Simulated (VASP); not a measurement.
# TiO2 in VASP: notebook, part 2 of 2

VASP 6.6.1. Earlier steps stand in the parts before.

## 5. Single point, PBE+U (atoms shifted along a free coordinate)

INCAR reads:

```
  ALGO = Normal
  EDIFF = 1E-7
  ENCUT = 520
  GGA = PE
  ISIF = 2
  ISMEAR = 0
  LASPH = True
  LCHARG = False
  LDAU = True
  LDAUJ = 0 0
  LDAUL = 2 -1
  LDAUPRINT = 1
  LDAUTYPE = 2
  LDAUU = 4 0
  LMAXMIX = 4
  LREAL = False
  LWAVE = False
  NBANDS = 33
  NELM = 150
  PREC = Accurate
  SIGMA = 0.05
```

KPOINTS reads:

```
k-points
0
Gamma
  6 6 6
```

POSCAR reads:

```
TiO2
1.0
    2.6553285366     -2.6554023247     -0.0198141649
    2.6553285366      2.6554023247     -0.0198141649
   -2.6193061034      0.0000000000      4.8299503602
Ti O
2 4
Direct
    0.1250069486      0.8749930514      0.2500000000
    0.8749930514      0.1250069486      0.7500000000
    0.3363578248      0.0863811001      0.6727253715
    0.6636421752      0.9136188999      0.3272746285
    0.9136188999      0.6636421752      0.8272746285
    0.0863811001      0.3363578248      0.1727253715
```

Potentials or basis: VASP PAW PBE potentials, release 64 (Ti_sv, O).

The run is started by

```
$ cat potpaw_PBE.64/Ti_sv/POTCAR potpaw_PBE.64/O/POTCAR > POTCAR
$ mpirun -np 1 vasp_std > vasp.out
```

OUTCAR:

```text
EDIFF = 1E-7
   ENCUT = 520
   GGA = PE
   ISIF = 2
   ISMEAR = 0
   LASPH = True
   LREAL = False
   NELM = 150
   PREC = Accurate

 ion  position               nearest neighbor table
   1  0.125  0.875  0.250-   4 1.91   6 1.91   6 1.91   4 1.91   3 2.03   5 2.03
   2  0.875  0.125  0.750-   5 1.91   3 1.91   5 1.91   3 1.91   6 2.03   4 2.03
   3  0.336  0.086  0.673-   2 1.91   2 1.91   1 2.03
   4  0.664  0.914  0.327-   1 1.91   1 1.91   2 2.03
   5  0.914  0.664  0.827-   2 1.91   2 1.91   1 2.03
   6  0.086  0.336  0.173-   1 1.91   1 1.91   2 2.03

  LATTYP: Found a base centered monoclinic cell.
 ALAT       =     5.3108049252
 B/A-ratio  =     0.9999999481
 C/A-ratio  =     1.0345830160
 COS(beta)  =    -0.4832630161

  Lattice vectors:

 A1 = (   2.6553285366,  -2.6554023247,  -0.0198141649)
 A2 = (   2.6553285366,   2.6554023247,  -0.0198141649)
 A3 = (  -2.6193061034,   0.0000000000,   4.8299503602)

Analysis of symmetry for initial positions (statically):
=====================================================================
 Subroutine PRICEL returns:
 Original cell was already a primitive cell.

 Routine SETGRP: Setting up the symmetry group for a
 base centered monoclinic supercell.

 Subroutine GETGRP returns: Found  4 space group operations
 (whereof  2 operations were pure point group operations)
 out of a pool of  4 trial point group operations.

The static configuration has the point symmetry S_2 .
 The point group associated with its full space group is C_2h.

Analysis of symmetry for dynamics (positions and initial velocities):
=====================================================================
 Subroutine PRICEL returns:
 Original cell was already a primitive cell.

 Routine SETGRP: Setting up the symmetry group for a
 base centered monoclinic supercell.

 Subroutine GETGRP returns: Found  4 space group operations
 (whereof  2 operations were pure point group operations)
 out of a pool of  4 trial point group operations.

The dynamic configuration has the point symmetry S_2 .
 The point group associated with its full space group is C_2h.

 Subroutine INISYM returns: Found  4 space group operations
 (whereof  2 operations are pure point group operations),
 and found     1 'primitive' translations

----------------------------------------------------------------------------------------

                                     Primitive cell

  volume of cell :      67.8360
[... 164 lines left out ...]
  o =  0.1015  v =  0.0000  0.0000  0.0000  0.0000  0.0000  0.0000  0.0000 -0.0130  0.9999  0.0077      0.0000  0.0000  0.0000  0.0000  0.0000  0.0000  0.0000  0.0000  0.0000  0.0000
  o =  0.1139  v =  0.0000 -0.0000  0.0001 -0.0077  1.0000  0.0000  0.0000  0.0000  0.0000  0.0000      0.0000  0.0000  0.0000  0.0000  0.0000  0.0000  0.0000  0.0000  0.0000  0.0000
  o =  0.1139  v =  0.0000  0.0000  0.0000  0.0000  0.0000  0.0000 -0.0000  0.0001 -0.0077  1.0000      0.0000  0.0000  0.0000  0.0000  0.0000  0.0000  0.0000  0.0000  0.0000  0.0000
  o =  0.2381  v =  0.0000  0.0000  0.0000  0.0000  0.0000  0.0000  0.0000  0.9999  0.0130  0.0000      0.0000  0.0000  0.0000  0.0000  0.0000  0.0000  0.0000  0.0000  0.0000  0.0000
  o =  0.2381  v =  0.0000  0.0000  0.9999  0.0130  0.0000  0.0000  0.0000  0.0000  0.0000  0.0000      0.0000  0.0000  0.0000  0.0000  0.0000  0.0000  0.0000  0.0000  0.0000  0.0000
  o =  0.2658  v = -1.0000  0.0075 -0.0000 -0.0000  0.0000  0.0000  0.0000  0.0000  0.0000  0.0000      0.0000  0.0000  0.0000  0.0000  0.0000  0.0000  0.0000  0.0000  0.0000  0.0000
  o =  0.2658  v =  0.0000  0.0000  0.0000  0.0000  0.0000 -1.0000  0.0075 -0.0000 -0.0000  0.0000      0.0000  0.0000  0.0000  0.0000  0.0000  0.0000  0.0000  0.0000  0.0000  0.0000

atom =   2  type =  1  l = 2

 onsite density matrix

spin component  1

  0.2658 -0.0012  0.0000  0.0000 -0.0000
 -0.0012  0.1015  0.0000 -0.0000 -0.0000
  0.0000  0.0000  0.2380  0.0018  0.0000
  0.0000 -0.0000  0.0018  0.1015 -0.0001
 -0.0000 -0.0000  0.0000 -0.0001  0.1139

spin component  2

  0.2658 -0.0012  0.0000  0.0000 -0.0000
 -0.0012  0.1015  0.0000 -0.0000 -0.0000
  0.0000  0.0000  0.2380  0.0018  0.0000
  0.0000 -0.0000  0.0018  0.1015 -0.0001
 -0.0000 -0.0000  0.0000 -0.0001  0.1139

 occupancies and eigenvectors

  o =  0.1015  v =  0.0075  1.0000 -0.0000 -0.0000  0.0000  0.0000  0.0000  0.0000  0.0000  0.0000      0.0000  0.0000  0.0000  0.0000  0.0000  0.0000  0.0000  0.0000  0.0000  0.0000
  o =  0.1015  v =  0.0000  0.0000  0.0000  0.0000  0.0000  0.0075  1.0000 -0.0000 -0.0000  0.0000      0.0000  0.0000  0.0000  0.0000  0.0000  0.0000  0.0000  0.0000  0.0000  0.0000
  o =  0.1015  v =  0.0000  0.0000 -0.0130  0.9999  0.0077  0.0000  0.0000  0.0000  0.0000  0.0000      0.0000  0.0000  0.0000  0.0000  0.0000  0.0000  0.0000  0.0000  0.0000  0.0000
  o =  0.1015  v =  0.0000  0.0000  0.0000  0.0000  0.0000  0.0000  0.0000 -0.0130  0.9999  0.0077      0.0000  0.0000  0.0000  0.0000  0.0000  0.0000  0.0000  0.0000  0.0000  0.0000
  o =  0.1139  v =  0.0000 -0.0000  0.0001 -0.0077  1.0000  0.0000  0.0000  0.0000  0.0000  0.0000      0.0000  0.0000  0.0000  0.0000  0.0000  0.0000  0.0000  0.0000  0.0000  0.0000
  o =  0.1139  v =  0.0000  0.0000  0.0000  0.0000  0.0000  0.0000 -0.0000  0.0001 -0.0077  1.0000      0.0000  0.0000  0.0000  0.0000  0.0000  0.0000  0.0000  0.0000  0.0000  0.0000
  o =  0.2381  v =  0.0000  0.0000  0.0000  0.0000  0.0000  0.0000  0.0000  0.9999  0.0130  0.0000      0.0000  0.0000  0.0000  0.0000  0.0000  0.0000  0.0000  0.0000  0.0000  0.0000
  o =  0.2381  v =  0.0000  0.0000  0.9999  0.0130  0.0000  0.0000  0.0000  0.0000  0.0000  0.0000      0.0000  0.0000  0.0000  0.0000  0.0000  0.0000  0.0000  0.0000  0.0000  0.0000
  o =  0.2658  v = -1.0000  0.0075 -0.0000 -0.0000  0.0000  0.0000  0.0000  0.0000  0.0000  0.0000      0.0000  0.0000  0.0000  0.0000  0.0000  0.0000  0.0000  0.0000  0.0000  0.0000
  o =  0.2658  v =  0.0000  0.0000  0.0000  0.0000  0.0000 -1.0000  0.0075 -0.0000 -0.0000  0.0000      0.0000  0.0000  0.0000  0.0000  0.0000  0.0000  0.0000  0.0000  0.0000  0.0000

 number of electron      47.9999998 magnetization

 Free energy of the ion-electron system (eV)
  ---------------------------------------------------
  ext. energy  EPLUGINS =         0.00000000
  ---------------------------------------------------
  free energy    TOTEN  =       -48.27797857 eV

  energy without entropy =      -48.27797857  energy(sigma->0) =      -48.27797857

 E-fermi :   4.1802     XC(G=0): -10.7918

 val. band max:        3.7768135629   @ k =   0.5000   0.5000  -0.0000
 cond. band min:       6.3770601559   @ k =   0.0000   0.0000   0.0000
 fundamental gap:      2.6002465930
 Fermi energy:         4.1801509290

 k-point     1 :       0.0000    0.0000    0.0000
  band No.  band energies     occupation
      1     -53.6948      2.00000
      2     -53.6408      2.00000
      3     -30.0881      2.00000
      4     -29.8702      2.00000
      5     -29.8702      2.00000
      6     -29.8080      2.00000
[... 853 lines left out ...]
     32       9.9495      0.00000
     33      10.1578      0.00000

 [... further k-points ...]

------------------------ aborting loop because EDIFF is reached ----------------------------------------

  FORCE on cell =-STRESS in cart. coord.  units (eV):
  Direction    XX          YY          ZZ          XY          YZ          ZX
  --------------------------------------------------------------------------------------
  -------------------------------------------------------------------------------------
  Total        7.2549044      7.2551860      2.1200078      0.0000000      0.0000000     -0.0380870
  in kB      171.3491848    171.3558365     50.0711791      0.0000000      0.0000000     -0.8995545
  external PRESSURE =     130.9254002 kB  Pullay stress =       0.0000000 kB

 VOLUME and BASIS-vectors are now :
 -----------------------------------------------------------------------------
  energy-cutoff  :      520.00
  volume of cell :       67.84
      direct lattice vectors                 reciprocal lattice vectors
     2.655328537 -2.655402325 -0.019814165     0.189065709 -0.188295384  0.102531274
     2.655328537  2.655402325 -0.019814165     0.189065709  0.188295384  0.102531274
    -2.619306103  0.000000000  4.829950360     0.001551229  0.000000000  0.207882704

 POSITION                                       TOTAL-FORCE (eV/Angst)
 -----------------------------------------------------------------------------------
      2.00050      1.99151      1.18767        -0.000000      0.000123     -0.000000
      0.69085     -1.99151      3.60265        -0.000000     -0.000123     -0.000000
     -0.63956     -0.66379      3.24085        -0.003416     -0.000035     -0.473354
      3.33091      0.66379      1.54947         0.003416      0.000035      0.473354
      2.02126     -0.66379      3.96444         0.003416     -0.000035      0.473354
      0.67009      0.66379      0.82588        -0.003416      0.000035     -0.473354
 -----------------------------------------------------------------------------------
    total drift:                               -0.000000      0.000000      0.000000

  FREE ENERGIE OF THE ION-ELECTRON SYSTEM (eV)
  ---------------------------------------------------
  free  energy   TOTEN  =       -48.2779785712 eV

  energy  without entropy=      -48.2779785712  energy(sigma->0) =      -48.27797857
```

It took 4.5 min on 1 thread of AMD EPYC 7R13, shared host; peak memory 0.22 GiB.

What came out:

- Free energy: -48.2780 eV
- Pressure: 13.1 GPa
- Largest force: 0.473 eV/Å
- Band gap on the k mesh: 2.60 eV (least direct gap 3.06 eV)

Forces on the atoms (eV/Å):
```
Ti   0.000  0.000  0.000
Ti   0.000  0.000  0.000
O   -0.003  0.000 -0.473
O    0.003  0.000  0.473
O    0.003  0.000  0.473
O   -0.003  0.000 -0.473
```

Stress tensor (GPa, compression positive):
```
17.13  0.00 -0.09
 0.00 17.14  0.00
-0.09  0.00  5.01
```

Levels at points of the mesh, in eV from the valence-band top:
| k point | band 20 | band 21 | band 22 | band 23 | band 24 | band 25 | band 26 | band 27 | band 28 | band 29 |
| --- | --- | --- | --- | --- | --- | --- | --- | --- | --- | --- |
| (0.00, 0.00, 0.00) | -0.92 | -0.88 | -0.88 | -0.55 | -0.55 | 2.60 | 3.33 | 4.23 | 4.23 | 4.34 |
| (0.50, 0.00, 0.00) | -2.01 | -1.96 | -1.08 | -1.06 | -0.79 | 3.75 | 3.88 | 3.94 | 4.16 | 4.69 |
| (0.50, 0.50, 0.00) | -2.69 | -2.26 | -2.26 | 0.00 | 0.00 | 3.83 | 3.83 | 4.27 | 4.27 | 5.40 |
| (0.00, 0.00, 0.50) | -1.51 | -1.46 | -1.46 | -0.24 | -0.24 | 2.95 | 2.95 | 4.25 | 4.25 | 4.35 |
| (0.50, 0.00, 0.50) | -2.01 | -1.96 | -1.08 | -1.06 | -0.79 | 3.75 | 3.88 | 3.94 | 4.16 | 4.69 |
| (0.50, 0.50, 0.50) | -2.69 | -2.26 | -2.26 | 0.00 | 0.00 | 3.83 | 3.83 | 4.27 | 4.27 | 5.40 |

Eigenvalues of the final occupation matrices:
```
    site  spin  trace               eigenvalues
site 1 d     1   0.82  0.10 0.10 0.11 0.24 0.27
site 1 d     2   0.82  0.10 0.10 0.11 0.24 0.27
site 2 d     1   0.82  0.10 0.10 0.11 0.24 0.27
site 2 d     2   0.82  0.10 0.10 0.11 0.24 0.27
```

Caveat: the cell differs from its parent crystal (atoms shifted along a free coordinate); the stress differs along the axes, from 5 to 17 GPa. A k mesh can miss the band edges.

## 6. Single point, PBE+U (atoms shifted along a free coordinate)

INCAR reads:

```
PREC = Accurate
ENCUT = 520
EDIFF = 1E-7
ISMEAR = 0
SIGMA = 0.05
LREAL = False
LASPH = True
NELM = 150
ALGO = Normal
ISIF = 2
LWAVE = False
LCHARG = False
LMAXMIX = 4
LDAU = True
LDAUTYPE = 2
LDAUL = 2 -1
LDAUU = 4 0
LDAUJ = 0 0
LDAUPRINT = 1
GGA = PE
NBANDS = 33
```

KPOINTS reads:

```
Automatic mesh
0
Gamma
  6 6 6
```

POSCAR reads:

```
TiO2
1.0
    2.7277841265     -2.7278599281     -0.0203548313
    2.7277841265      2.7278599281     -0.0203548313
   -2.6907787541      0.0000000000      4.9617445611
Ti O
2 4
Direct
    0.1250069486      0.8749930514      0.2500000000
    0.8749930514      0.1250069486      0.7500000000
    0.3394254028      0.0894486781      0.6788605275
    0.6605745972      0.9105513219      0.3211394725
    0.9105513219      0.6605745972      0.8211394725
    0.0894486781      0.3394254028      0.1788605275
```

Potentials or basis: VASP PAW PBE potentials, release 64 (Ti_sv, O).

The run is started by

```
$ cat potpaw_PBE.64/Ti_sv/POTCAR potpaw_PBE.64/O/POTCAR > POTCAR
$ mpirun -np 1 vasp_std > vasp.out
```

OUTCAR:

```text
PREC = Accurate
   ENCUT = 520
   EDIFF = 1E-7
   ISMEAR = 0
   LREAL = False
   LASPH = True
   NELM = 150
   ISIF = 2
   GGA = PE

 ion  position               nearest neighbor table
   1  0.125  0.875  0.250-   4 1.96   6 1.96   6 1.96   4 1.96   3 2.12   5 2.12
   2  0.875  0.125  0.750-   5 1.96   3 1.96   5 1.96   3 1.96   6 2.12   4 2.12
   3  0.339  0.089  0.679-   2 1.96   2 1.96   1 2.12
   4  0.661  0.911  0.321-   1 1.96   1 1.96   2 2.12
   5  0.911  0.661  0.821-   2 1.96   2 1.96   1 2.12
   6  0.089  0.339  0.179-   1 1.96   1 1.96   2 2.12

  LATTYP: Found a base centered monoclinic cell.
 ALAT       =     5.4557201394
 B/A-ratio  =     0.9999999481
 C/A-ratio  =     1.0345830161
 COS(beta)  =    -0.4832630161

  Lattice vectors:

 A1 = (   2.7277841265,  -2.7278599281,  -0.0203548313)
 A2 = (   2.7277841265,   2.7278599281,  -0.0203548313)
 A3 = (  -2.6907787541,   0.0000000000,   4.9617445611)

Analysis of symmetry for initial positions (statically):
=====================================================================
 Subroutine PRICEL returns:
 Original cell was already a primitive cell.

 Routine SETGRP: Setting up the symmetry group for a
 base centered monoclinic supercell.

 Subroutine GETGRP returns: Found  4 space group operations
 (whereof  2 operations were pure point group operations)
 out of a pool of  4 trial point group operations.

The static configuration has the point symmetry S_2 .
 The point group associated with its full space group is C_2h.

Analysis of symmetry for dynamics (positions and initial velocities):
=====================================================================
 Subroutine PRICEL returns:
[... 220 lines left out ...]
  o =  0.1145  v =  0.0000  0.0000  0.0000  0.0000  0.0000 -0.0000 -0.0000 -0.0000  0.0076 -1.0000      0.0000  0.0000  0.0000  0.0000  0.0000  0.0000  0.0000  0.0000  0.0000  0.0000
  o =  0.1145  v = -0.0000 -0.0000 -0.0000  0.0076 -1.0000  0.0000  0.0000  0.0000  0.0000  0.0000      0.0000  0.0000  0.0000  0.0000  0.0000  0.0000  0.0000  0.0000  0.0000  0.0000
  o =  0.2192  v =  0.0000  0.0000  0.0000  0.0000  0.0000 -0.0000  0.0000 -0.9999 -0.0130 -0.0000      0.0000  0.0000  0.0000  0.0000  0.0000  0.0000  0.0000  0.0000  0.0000  0.0000
  o =  0.2192  v = -0.0000  0.0000 -0.9999 -0.0130 -0.0000  0.0000  0.0000  0.0000  0.0000  0.0000      0.0000  0.0000  0.0000  0.0000  0.0000  0.0000  0.0000  0.0000  0.0000  0.0000
  o =  0.2510  v = -1.0000  0.0075  0.0000 -0.0000  0.0000  0.0000  0.0000  0.0000  0.0000  0.0000      0.0000  0.0000  0.0000  0.0000  0.0000  0.0000  0.0000  0.0000  0.0000  0.0000
  o =  0.2510  v =  0.0000  0.0000  0.0000  0.0000  0.0000 -1.0000  0.0075  0.0000 -0.0000  0.0000      0.0000  0.0000  0.0000  0.0000  0.0000  0.0000  0.0000  0.0000  0.0000  0.0000

 number of electron      48.0000001 magnetization

 Free energy of the ion-electron system (eV)
  ---------------------------------------------------
  ext. energy  EPLUGINS =         0.00000000
  ---------------------------------------------------
  free energy    TOTEN  =       -48.31119540 eV

  energy without entropy =      -48.31119540  energy(sigma->0) =      -48.31119540

 E-fermi :   3.3848     XC(G=0): -10.4013

 val. band max:        3.1576723846   @ k =   0.5000   0.5000   0.0000
 cond. band min:       5.4167938123   @ k =   0.0000   0.0000   0.0000
 fundamental gap:      2.2591214277
 Fermi energy:         3.3848020130

 k-point     1 :       0.0000    0.0000    0.0000
  band No.  band energies     occupation
      1     -54.8176      2.00000
      2     -54.7819      2.00000
      3     -31.1246      2.00000
      4     -30.9374      2.00000
      5     -30.9374      2.00000
      6     -30.8933      2.00000
[... 853 lines left out ...]
     32       8.4365      0.00000
     33       8.6707      0.00000

 [... further k-points ...]
[... 5 lines left out ...]
  --------------------------------------------------------------------------------------
  -------------------------------------------------------------------------------------
  Total       -0.6195444     -0.6198347     -5.8485072      0.0000000      0.0000000     -0.0393754
  in kB      -13.4973215    -13.5036450   -127.4148874      0.0000000      0.0000000     -0.8578278
  external PRESSURE =     -51.4719513 kB  Pullay stress =       0.0000000 kB

 VOLUME and BASIS-vectors are now :
 -----------------------------------------------------------------------------
  energy-cutoff  :      520.00
  volume of cell :       73.54
      direct lattice vectors                 reciprocal lattice vectors
     2.727784127 -2.727859928 -0.020354831     0.184043732 -0.183293869  0.099807831
     2.727784127  2.727859928 -0.020354831     0.184043732  0.183293869  0.099807831
    -2.690778754  0.000000000  4.961744561     0.001510025  0.000000000  0.202360910

 POSITION                                       TOTAL-FORCE (eV/Angst)
 -----------------------------------------------------------------------------------
      2.05509      2.04586      1.22008        -0.000000      0.000099     -0.000000
      0.70970     -2.04586      3.70095         0.000000     -0.000099     -0.000000
     -0.65679     -0.68190      3.35960        -0.007705     -0.000085     -1.030575
      3.42158      0.68190      1.56143         0.007705      0.000085      1.030575
      2.07619     -0.68190      4.04230         0.007705     -0.000085      1.030575
      0.68860      0.68190      0.87873        -0.007705      0.000085     -1.030575
 -----------------------------------------------------------------------------------
    total drift:                               -0.000000     -0.000000      0.000000

  FREE ENERGIE OF THE ION-ELECTRON SYSTEM (eV)
  ---------------------------------------------------
  free  energy   TOTEN  =       -48.3111954011 eV

  energy  without entropy=      -48.3111954011  energy(sigma->0) =      -48.31119540
```

Wall time 2.2 min (1 thread of Intel Xeon 6975P-C (Granite Rapids), shared host); peak memory 0.27 GiB.

Results:

```yaml
Free_energy: -48.3112 eV
Pressure: -5.1 GPa
Largest_force: 1.031 eV/Å
Band_gap_on_the_k_mesh: 2.26 eV (least direct gap 2.77 eV)
```

Forces in eV/Å, atoms in the order of the input:
```
Ti   0.000  0.000  0.000
Ti   0.000  0.000  0.000
O   -0.008  0.000 -1.031
O    0.008  0.000  1.031
O    0.008  0.000  1.031
O   -0.008  0.000 -1.031
```

Stress tensor (GPa, compression positive):
```
 -1.35   0.00  -0.09
  0.00  -1.35   0.00
 -0.09   0.00 -12.74
```

Eigenvalues of the final occupation matrices:
```csv
site,spin,trace,eigenvalues
site 1 d,1,0.77,0.09 0.09 0.11 0.22 0.25
site 1 d,2,0.77,0.09 0.09 0.11 0.22 0.25
site 2 d,1,0.77,0.09 0.09 0.11 0.22 0.25
site 2 d,2,0.77,0.09 0.09 0.11 0.22 0.25
```

Caveat: the cell differs from its parent crystal (atoms shifted along a free coordinate); the stress differs along the axes, from -13 to -1 GPa; forces of over 1 eV/Å act on the atoms, so gaps and moduli don't describe the material at rest.

## 7. Summary

```tsv
cell	gap on the mesh (eV)	pressure (GPa)	largest force (eV/Å)
a = 3.897, b = 3.897, c = 5.702 Å, angles 110.0, 110.0, 90.0°, 6 atoms, atomic positions A	2.18	-10.3	1.09
a = 3.755, b = 3.755, c = 5.494 Å, angles 110.0, 110.0, 90.0°, 6 atoms, atomic positions B	2.87	15.9	0.45
a = 3.755, b = 3.755, c = 5.494 Å, angles 110.0, 110.0, 90.0°, 6 atoms, atomic positions C	2.90	26.4	3.31
a = 3.755, b = 3.755, c = 5.494 Å, angles 110.0, 110.0, 90.0°, 6 atoms, atomic positions D	2.60	13.1	0.47
a = 3.858, b = 3.858, c = 5.644 Å, angles 110.0, 110.0, 90.0°, 6 atoms, atomic positions A	2.26	-5.1	1.03
```

Alike in all rows: task single point; level PBE+U; potentials or basis VASP PAW PBE potentials, release 64 (Ti_sv, O); no spin polarisation; Ti d U = 4.0 eV; k mesh 6 × 6 × 6; cutoff (eV) 520; smearing gaussian 0.05 eV.

Caveats: forces of over 1 eV/Å act on the atoms, so gaps and moduli don't describe the material at rest (at least some runs); the stress differs along the axes, from -17 to -7 GPa (at least some runs); the cell stands under pressure (at least some runs); the stress differs along the axes, from 16 to 48 GPa (at least some runs); the stress differs along the axes, from 5 to 17 GPa (at least some runs); the stress differs along the axes, from -13 to -1 GPa (at least some runs).

Total energies depend on the potentials used, so only differences within one code and one set of settings carry meaning.
